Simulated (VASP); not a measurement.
# Ge4H in VASP: further runs, part 2 of 3

VASP 6.6.1. The steps go on from the part before.

## (3) Single point, PBE+D3(BJ)

INCAR

```
SYSTEM = Ge4H
  PREC = Accurate
  ENCUT = 520
  EDIFF = 1E-6
  ISMEAR = 0
  SIGMA = 0.1
  LREAL = .False.
  LASPH = .True.
  NELM = 80
  ALGO = Normal
  ISIF = 2
  LWAVE = .False.
  LCHARG = .False.
  LDIPOL = .True.
  IDIPOL = 3
  DIPOL = 0.5 0.5 0.336
  GGA = PE
  IVDW = 12
  NBANDS = 36
```

KPOINTS

```
regular mesh
0
Gamma
  7 7 1
  0 0 0
```

POSCAR

```
Ge4H
1.0
    4.0303587907      0.0000000000      0.0000000000
    0.0000000000      4.0303587907      0.0000000000
    0.0000000000      0.0000000000     21.6416627718
Ge H
4 1
Direct
    0.0000000000      0.5000000000      0.1848286817
    0.0000000000      0.0000000000      0.2506714513
    0.5000000000      0.0000000000      0.3196569899
    0.5000000000      0.5000000000      0.3854446333
    0.7500000000      0.5000000000      0.5379282957
```

Potentials or basis: VASP PAW PBE potentials, release 64 (Ge_d, H).

Command:

```sh
$ cat potpaw_PBE.64/Ge_d/POTCAR potpaw_PBE.64/H/POTCAR > POTCAR
$ mpirun -np 1 vasp_std > vasp.out
```

OUTCAR:

```text
SYSTEM = Ge4H
   PREC = Accurate
   ENCUT = 520
   EDIFF = 1E-6
   ISMEAR = 0
   LREAL = .False.
   LASPH = .True.
   NELM = 80
   ISIF = 2
   GGA = PE
   IVDW = 12
 IVDW          = 12

 ion  position               nearest neighbor table
   1  0.000  0.500  0.185-   2 2.47   2 2.47
   2  0.000  0.000  0.251-   1 2.47   1 2.47   3 2.51   3 2.51
   3  0.500  0.000  0.320-   4 2.47   4 2.47   2 2.51   2 2.51
   4  0.500  0.500  0.385-   3 2.47   3 2.47
   5  0.750  0.500  0.538-

  LATTYP: Found a simple tetragonal cell.
 ALAT       =     4.0303587907
 C/A-ratio  =     5.3696615849

  Lattice vectors:

 A1 = (   4.0303587907,   0.0000000000,   0.0000000000)
 A2 = (   0.0000000000,   4.0303587907,   0.0000000000)
 A3 = (   0.0000000000,   0.0000000000,  21.6416627718)

Analysis of symmetry for initial positions (statically):
=====================================================================
 Subroutine PRICEL returns:
 Original cell was already a primitive cell.

 Routine SETGRP: Setting up the symmetry group for a
 simple tetragonal supercell.

 Subroutine GETGRP returns: Found  2 space group operations
 (whereof  2 operations were pure point group operations)
 out of a pool of 16 trial point group operations.

The static configuration has the point symmetry C_1h.

Analysis of symmetry for dynamics (positions and initial velocities):
=====================================================================
 Subroutine PRICEL returns:
 Original cell was already a primitive cell.

 Routine SETGRP: Setting up the symmetry group for a
 simple tetragonal supercell.

 Subroutine GETGRP returns: Found  2 space group operations
 (whereof  2 operations were pure point group operations)
 out of a pool of 16 trial point group operations.

The dynamic configuration has the point symmetry C_1h.

 Subroutine INISYM returns: Found  2 space group operations
 (whereof  2 operations are pure point group operations),
 and found     1 'primitive' translations

----------------------------------------------------------------------------------------

                                     Primitive cell

  volume of cell :     351.5427

  direct lattice vectors                    reciprocal lattice vectors
     4.030358791  0.000000000  0.000000000     0.248116868  0.000000000  0.000000000
     0.000000000  4.030358791  0.000000000     0.000000000  0.248116868  0.000000000
     0.000000000  0.000000000 21.641662772     0.000000000  0.000000000  0.046207170

  length of vectors
     4.030358791  4.030358791 21.641662772     0.248116868  0.248116868  0.046207170

  position of ions in fractional coordinates (direct lattice)
     0.000000000  0.500000000  0.184828682
     0.000000000  0.000000000  0.250671451
     0.500000000  0.000000000  0.319656990
     0.500000000  0.500000000  0.385444633
     0.750000000  0.500000000  0.537928296

  ion indices of the primitive-cell ions
   primitive index   ion index
                 1           1
                 2           2
                 3           3
                 4           4
                 5           5

[... 33 lines left out ...]
  0.428571  0.000000  0.000000      2.000000
[... 8 lines left out ...]
 -0.285714  0.428571  0.000000      4.000000
  0.428571  0.428571  0.000000      4.000000
   k-points           NKPTS =     16   k-points in BZ     NKDIM =     16   number of bands    NBANDS=     36
   number of dos      NEDOS =    301   number of ions     NIONS =      5
   total plane-waves  NPLWV = 145800
   dimension x,y,z NGX =    30 NGY =   30 NGZ =  162
   dimension x,y,z NGXF=    60 NGYF=   60 NGZF=  324
   ions per type =               4   1
   NGX,Y,Z   is equivalent  to a cutoff of  12.37, 12.37, 12.44 a.u.
   NGXF,Y,Z  is equivalent  to a cutoff of  24.75, 24.75, 24.89 a.u.
 SYSTEM =  Ge4H
   PREC   = accura    normal or accurate (medium, high low for compatibility)
   ISTART =      0    job   : 0-new  1-cont  2-samecut
   ICHARG =      2    charge: 1-file 2-atom 10-const
   ISPIN  =      1    spin polarized calculation?
   LNONCOLLINEAR =      F non collinear calculations
   LSORBIT =      F    spin-orbit coupling
   LASPH  =      T    aspherical Exc in radial PAW
   ENCUT  =  520.0 eV  38.22 Ry    6.18 a.u.   7.49  7.49 40.24*2*pi/ulx,y,z
   NELM   =     80;   NELMIN=  2; NELMDL= -5     # of ELM steps
   EDIFF  = 0.1E-05   stopping-criterion for ELM
   LREAL  =      F    real-space projection
   EDIFFG = 0.1E-04   stopping-criterion for IOM
   NSW    =      0    number of steps for IOM
   IBRION =     -1    ionic relax: 0-MD 1-quasi-New 2-CG
   NFREE  =      0    steps in history (QN), initial steepest desc. (CG)
   ISIF   =      2    stress and relaxation
   ISYM   =      2    0-nonsym 1-usesym 2-fastsym
   POTIM  = 0.5000    time-step for ionic-motion
   TEBEG  =    0.0;   TEEND  =   0.0 temperature during run
   PSTRESS=    0.0 pullay stress
   NELECT =      57.0000    total number of electrons
   NUPDOWN=      -1.0000    fix difference up-down
   EMIN   =  10.00;   EMAX   =-10.00  energy-range for DOS
   EFERMI =   0.00;   METHOD = LEGACY
   ISMEAR =     0;   SIGMA  =   0.10  broadening in eV -4-tet -1-fermi 0-gaus
   EFERMI_NEDOS =   21; number of points for ismear=-14 and -15
   IALGO  =     38    algorithm
   IMIX   =      4    mixing-type and parameters
     AMIX     =   0.40;   BMIX     =  1.00
     AMIX_MAG =   1.60;   BMIX_MAG =  1.00
  volume/ion in A,a.u.               =      70.31       474.47
  Fermi-wavevector in a.u.,A,eV,Ry     =   0.892703  1.686964 10.842742  0.796919
  Thomas-Fermi vector in A             =   2.014686
   LORBIT       =      0    0 simple, 1 ext, 2 COOP (PROOUT), +10 PAW based schemes
   GGA     = PE    functional components
   LHFCALC =     F    Hartree Fock is set to
   AEXX    =    0.0000 exact exchange contribution
   IVDW    =    12    specifies the selected vdW correction
   LEPSILON=     F    determine dielectric tensor
   LRPA    =     F    only Hartree local field effects (RPA)
 non-spin polarized calculation
 Gauss-broadening in eV      SIGMA  =   0.10
  energy-cutoff  :      520.00
  volume of cell :      351.54
 maximum number of plane-waves:      9517
 NGX is ok and might be reduce to    30
   NGX = 15   NGY = 15   NGZ = 81

 dipolmoment           0.000000      0.000000     -0.000002 electrons x Angstroem

 number of electron      56.9999904 magnetization

 dipolmoment           0.000000      0.000000      0.135669 electrons x Angstroem

 Free energy of the ion-electron system (eV)
  ---------------------------------------------------
  ext. energy  EPLUGINS =         0.00000000
  ---------------------------------------------------
  free energy    TOTEN  =       -15.96074713 eV

  energy without entropy =      -15.94453529  energy(sigma->0) =      -15.95264121

 E-fermi :  -2.9368     XC(G=0):  -3.8480

 val. band max:       -2.9923212911   @ k =   0.2857   0.1429   0.0000
 cond. band min:      -2.9094971968   @ k =   0.4286   0.4286   0.0000
 fundamental gap:      0.0828240943
 Fermi energy:        -2.9367526101

 k-point     1 :       0.0000    0.0000    0.0000
  band No.  band energies     occupation
      1     -27.4560      2.00000
      2     -27.4195      2.00000
      3     -27.3878      2.00000
      4     -27.3833      2.00000
      5     -27.3240      2.00000
      6     -27.2304      2.00000
[... 613 lines left out ...]
     35       2.0206      0.00000
     36       3.2348      0.00000

------------------------ aborting loop because EDIFF is reached ----------------------------------------

 vacuum level on the upper side and lower side of the slab       (xc-potential included)         0.544        -0.922

 Edisp (eV)   -0.88028

 E8    (eV) :    -0.4068

  FORCE on cell =-STRESS in cart. coord.  units (eV):
  Direction    XX          YY          ZZ          XY          YZ          ZX
  --------------------------------------------------------------------------------------
  -------------------------------------------------------------------------------------
  Total      -2.83066     0.02231    -2.15901     0.00000     0.00000    -0.39199
  in kB     -12.90089     0.10168    -9.83981     0.00000     0.00000    -1.78652
  external pressure =       -7.55 kB  Pullay stress =        0.00 kB

 VOLUME and BASIS-vectors are now :
 -----------------------------------------------------------------------------
  energy-cutoff  :      520.00
  volume of cell :      351.54
      direct lattice vectors                 reciprocal lattice vectors
     4.030358791  0.000000000  0.000000000     0.248116868  0.000000000  0.000000000
     0.000000000  4.030358791  0.000000000     0.000000000  0.248116868  0.000000000
     0.000000000  0.000000000 21.641662772     0.000000000  0.000000000  0.046207170

 POSITION                                       TOTAL-FORCE (eV/Angst)
 -----------------------------------------------------------------------------------
      0.00000      2.01518      4.00000        -0.038819      0.000000     -0.121483
      0.00000      0.00000      5.42495         0.055529      0.000000      0.142585
      2.01518      0.00000      6.91791         0.003927      0.000000      0.087333
      2.01518      2.01518      8.34166         0.098367      0.000000      0.528898
      3.02277      2.01518     11.64166        -0.119004      0.000000     -0.637334
 -----------------------------------------------------------------------------------
    total drift:                               -0.000089      0.000000     -0.002289

  FREE ENERGIE OF THE ION-ELECTRON SYSTEM (eV)
  ---------------------------------------------------
  free  energy   TOTEN  =       -16.8410263006 eV

  energy  without entropy=      -16.8248144633  energy(sigma->0) =      -16.83292038

 vacuum level on the upper side and lower side of the slab         3.327         1.825
```

Wall time 9.3 min (1 thread of Intel Xeon 8259CL, shared host); peak memory 0.48 GiB.

What came out:

```
Free energy                : -16.8410 eV
Largest force              : 0.648 eV/Å
Band gap on the k mesh     : zero (an odd number of electrons rules out a gap without spin polarisation)
Dispersion energy per atom : -0.176 eV
```

Forces in eV/Å, atoms in the order of the input:
```
Ge  -0.039  0.000 -0.121
Ge   0.056  0.000  0.143
Ge   0.004  0.000  0.087
Ge   0.098  0.000  0.529
H   -0.119  0.000 -0.637
```

## (4) Single point, PBE+D3(BJ)

INCAR

```
SYSTEM = Ge4H
PREC = Accurate ; ENCUT = 520
EDIFF = 1E-6 ; ISMEAR = 0
SIGMA = 0.1 ; LREAL = .FALSE.
LASPH = .TRUE. ; NELM = 100
ALGO = Normal ; ISIF = 2
LWAVE = .FALSE. ; LCHARG = .FALSE.
LDIPOL = .TRUE. ; IDIPOL = 3
DIPOL = 0.5 0.5 0.336 ; GGA = PE
IVDW = 12 ; NBANDS = 36
```

KPOINTS

```
Automatic mesh
0
G
  7 7 1
  0 0 0
```

POSCAR: that of step 3 with these lines changed.

```diff
@@ -12,2 +12,2 @@
     0.5000000000      0.5000000000      0.3854446333
-    0.7500000000      0.5000000000      0.5379282957
+    0.7500000000      1.0000000000      0.5379282957
```

Command:

```sh
$ cat potpaw_PBE.64/Ge_d/POTCAR potpaw_PBE.64/H/POTCAR > POTCAR
$ mpirun -np 1 vasp_std > vasp.out
```

Wall time 6.9 min (1 thread of Intel Xeon 8259CL, shared host); peak memory 0.47 GiB.

It converged, with:

```yaml
Free_energy: -16.6531 eV
Largest_force: 0.262 eV/Å
Band_gap_on_the_k_mesh: zero (an odd number of electrons rules out a gap without spin polarisation)
Dispersion_energy_per_atom: -0.176 eV
```

Forces on the atoms (eV/Å):
```
Ge  -0.017  0.000 -0.068
Ge   0.032  0.000  0.086
Ge  -0.010  0.000 -0.005
Ge   0.032  0.000  0.245
H   -0.037  0.000 -0.259
```

Levels at points of the mesh, in eV from the Fermi level:
| k point | band 24 | band 25 | band 26 | band 27 | band 28 | band 29 | band 30 | band 31 | band 32 | band 33 |
| --- | --- | --- | --- | --- | --- | --- | --- | --- | --- | --- |
| (0.00, 0.00, 0.00) | -2.70 | -1.67 | -1.43 | -0.49 | -0.27 | 0.80 | 1.34 | 1.99 | 2.14 | 2.36 |

(Continued in part 3 of 3.)
